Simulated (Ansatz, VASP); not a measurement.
Two plane-wave programs on TaSi2

File INCAR:

```
  ALGO = Normal
  EDIFF = 1E-7
  ENCUT = 520
  GGA = PS
  ISIF = 2
  ISMEAR = 0
  LASPH = True
  LCHARG = True
  LELF = True
  LREAL = False
  LVHAR = True
  LWAVE = False
  NBANDS = 38
  NELM = 100
  PREC = Accurate
  SIGMA = 0.15
```

The input KPOINTS:

```
k-points
0
Gamma
  9 9 6
```

The input POSCAR:

```
TaSi2
1.0
    4.7613605622      0.0000000000      0.0000000000
   -2.3806802811      4.1234592035      0.0000000000
    0.0000000000      0.0000000000      6.5581204410
Ta Si
3 6
Direct
    0.4101097272      0.0000000000     -0.1631565034
    0.5000000000      0.5000000000      0.6666666667
    0.0000000000      0.5000000000      0.3333333333
    0.1592624125      0.3185248251      0.0000000000
    0.8407375875      0.1592624125      0.6666666667
    0.6814751749      0.8407375875      0.3333333333
    0.8407375875      0.6814751749      0.0000000000
    0.1592624125      0.8407375875      0.6666666667
    0.3185248251      0.1592624125      0.3333333333
```

Input for Ansatz:

```yaml
crystal:
  lattice:
    - [4.7613605622, 0.0, 0.0]
    - [-2.3806802811, 4.1234592035, 0.0]
    - [0.0, 0.0, 6.558120441]
  atoms:
    - { symbol: Ta, position: [0.4101097272, 0.0, -0.1631565034] }
    - { symbol: Ta, position: [0.5, 0.5, 0.6666666667] }
    - { symbol: Ta, position: [0.0, 0.5, 0.3333333333] }
    - { symbol: Si, position: [0.1592624125, 0.3185248251, 0.0] }
    - { symbol: Si, position: [0.8407375875, 0.1592624125, 0.6666666667] }
    - { symbol: Si, position: [0.6814751749, 0.8407375875, 0.3333333333] }
    - { symbol: Si, position: [0.8407375875, 0.6814751749, 0.0] }
    - { symbol: Si, position: [0.1592624125, 0.8407375875, 0.6666666667] }
    - { symbol: Si, position: [0.3185248251, 0.1592624125, 0.3333333333] }
basis:
  ecutwfc: 420
kpoints:
  mp_grid: { grid: [9, 9, 6] }
hamiltonian:
  xc: pbesol
  pseudopotentials: { kind: paw, azcp: { folder: soft_1 } }
scf:
  occupations: { method: gaussian, width: 0.15 }
output:
  forces: true
  stress: true
  eigenvalues: true
```

Alike in both runs: task single point; functional PBEsol; k mesh 9 × 9 × 6; occupations gaussian, width 0.15 eV; no spin polarisation.

|  | VASP | Ansatz |
| --- | --- | --- |
| version | VASP 6.6.1 | Ansatz 0.2.0 |
| potentials or method | VASP PAW PBE potentials, release 64 (Ta_pv, Si), cutoff 520 eV | scalar-relativistic, plane waves, PAW |
| valence electrons in the cell | 57 | 63 |

|  | VASP | Ansatz | Ansatz less VASP |
| --- | --- | --- | --- |
| gap on the k mesh at the Fermi level (eV) | none | none | - |
| rms of the force components (eV/Å) | 14.883 | 16.095 | +1.2124 |

VASP's potentials were made for PBE, not for PBEsol, and Ansatz warns of the same on its side. Atom by atom the forces differ by 1.229 eV/Å (rms over components). A gap of «none» marks a metal or a gap that the smearing closes. VASP's potentials hold 57 valence electrons a cell and Ansatz's 63, so a difference there can come from the potentials and not from the codes.

Neither program's run includes spin-orbit coupling.
